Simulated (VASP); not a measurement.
A run of VASP 6.6.1:

Contents of POSCAR:

```
Al
1.0
    2.0187985059      2.0187985059      0.0000000000
   -2.0187985059      2.0187985059      0.0000000000
    0.0000000000      0.0000000000      3.8130087974
Al
2
Direct
    0.0000000000      0.0000000000      0.0000000000
    0.5000000000      0.5000000000      0.5000000000
```

File INCAR.step1:

```
SYSTEM = Al
  PREC = Accurate
  ENCUT = 520
  ISMEAR = 0
  SIGMA = 0.1
  LREAL = .FALSE.
  LASPH = .TRUE.
  NELM = 60
  NBANDS = 10
  GGA = PE
  ALGO = Normal
  EDIFF = 1E-4
  LWAVE = .TRUE.
  LCHARG = .FALSE.
```

File INCAR.step2:

```
SYSTEM = Al
  PREC = Accurate
  ENCUT = 520
  EDIFF = 1E-6
  ISMEAR = 0
  SIGMA = 0.1
  LREAL = .FALSE.
  LASPH = .TRUE.
  NELM = 60
  ALGO = Normal
  ISIF = 2
  LWAVE = .FALSE.
  LCHARG = .FALSE.
  METAGGA = R2SCAN
  LMIXTAU = .TRUE.
  NBANDS = 10
  ISTART = 1
```

KPOINTS

```
Automatic mesh
0
G
  18 18 14
  0 0 0
```

Potentials or basis: VASP PAW PBE potentials, release 64 (Al).

The run is started by

```sh
$ cat potpaw_PBE.64/Al/POTCAR > POTCAR
$ cp INCAR.step1 INCAR
$ mpirun -np 1 vasp_std > vasp.out
$ cp INCAR.step2 INCAR
$ mpirun -np 1 vasp_std > vasp.out
```

Hardware: 1 thread of Intel(R) Xeon(R) 6975P-C (Granite Rapids) (shared host).

**Question.** Estimate the wall time of this run.

**Answer.** Run time: 110 s on 1 thread of Intel(R) Xeon(R) 6975P-C (Granite Rapids), on a shared host, peak memory 0.23 GiB. Counts: k points 440.
